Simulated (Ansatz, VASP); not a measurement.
## Si4Ru: VASP beside Ansatz

```xyz
5
Lattice="4.6023 0.0000 0.0000 0.0000 4.6023 0.0000 0.0000 0.0000 4.6023" Properties=species:S:1:pos:R:3 pbc="T T T"
Si    0.0000    2.3012    2.3012
Si    2.3012    2.3012    0.0000
Si    2.3012    0.0000    2.3012
Si    0.0000    0.0000    0.0000
Ru    2.3012    2.3012    2.3012
```

Change from the starting cell: species swapped into the Fe4N type (Pm-3m, No. 221).

Alike in both runs: task relaxation of cell and atoms; functional PBE; k mesh 8 × 8 × 8; occupations gaussian, width 0.1 eV; no spin polarisation.

|  | VASP | Ansatz |
| --- | --- | --- |
| version | VASP 6.6.1 | Ansatz 0.2.0 |
| potentials or method | VASP PAW PBE potentials, release 64 (Si, Ru_pv), cutoff 600 eV | scalar-relativistic, plane waves, PAW |
| valence electrons in the cell | 30 | 32 |

Ansatz gave:

```
gap on the k mesh at the Fermi level, each at its own relaxed structure (eV) : none
relaxed volume (Å³/atom)                                                     : 19.33
relaxed cell length with the largest relative difference (Å)                 : 4.589
```

Q: Estimate VASP's values.

A: gap on the k mesh at the Fermi level, each at its own relaxed structure (eV): none; relaxed volume (Å³/atom): 19.33; relaxed cell length with the largest relative difference (Å): 4.590.

A gap of «none» marks a metal or a gap that the smearing closes. VASP's potentials hold 30 valence electrons a cell and Ansatz's 32, so a difference there can come from the potentials and not from the codes.
